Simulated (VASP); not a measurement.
Wanted: the native input for a VASP 6.6.1 run.

```yaml
Task: relaxation of cell and atoms
Functional: PBE
Potentials_or_basis: VASP PAW PBE potentials, release 64 (Al, Cu)
Cutoff: 600 eV
k_mesh: 10 × 10 × 10
Occupations: gaussian, width 0.1 eV
Spin: no spin polarisation
Dipole_correction: no
Further_INCAR_settings: ALGO = Normal; EDIFF = 1e-06; IBRION = 2; EDIFFG = -0.005; NSW = 100; ISIF = 3
```

The structure of Al2Cu lies in POSCAR:

```
Al2Cu
1.0
   -2.9988978291      2.9988978291      2.3927372905
    2.9988978291     -2.9988978291      2.3927372905
    2.9988978291      2.9988978291     -2.3927372905
Al Cu
4 2
Direct
    0.8413930800      0.6586069200      0.5000000000
    0.6586069200      0.1586069200      0.8172138300
    0.3413930800      0.8413930800      0.1827861700
    0.1586069200      0.3413930800      0.5000000000
    0.2500000000      0.2500000000      0.0000000000
    0.7500000000      0.7500000000      0.0000000000
```

The input as run:

INCAR

```
PREC = Accurate
ENCUT = 600
EDIFF = 1E-6
ISMEAR = 0
SIGMA = 0.1
LREAL = False
LASPH = True
NELM = 100
ALGO = Normal
ISIF = 3
LWAVE = False
LCHARG = False
GGA = PE
IBRION = 2
NSW = 100
EDIFFG = -0.005
```

KPOINTS

```
Automatic mesh
0
Gamma
  10 10 10
```

Potentials or basis: VASP PAW PBE potentials, release 64 (Al, Cu).

Command:

```bash
$ cat potpaw_PBE.64/Al/POTCAR potpaw_PBE.64/Cu/POTCAR > POTCAR
$ mpirun -np 1 vasp_std > vasp.out
```

Results of the run:

The relaxed volume is 14.94 Å³/atom. The relaxed cell is a = 4.931 Å, b = 4.931 Å, c = 4.931 Å, α = 104.21°, β = 104.21°, γ = 120.61° and the space group after relaxing (to 0.05 Å) is I4/mcm (No. 140). The energy gained by relaxing is 8.3 meV/atom, the ionic steps are 13 and the pressure after relaxing is 0.0 GPa. The largest force after relaxing is 0.003 eV/Å and the band gap on the k mesh is zero (band 17 reaches 10.49 eV, above the bottom of band 18 at 6.18 eV).

It took 40 min on 1 thread of AMD EPYC 7R43 64-Core Processor (Zen 3) (shared host), peak memory 0.34 GiB.
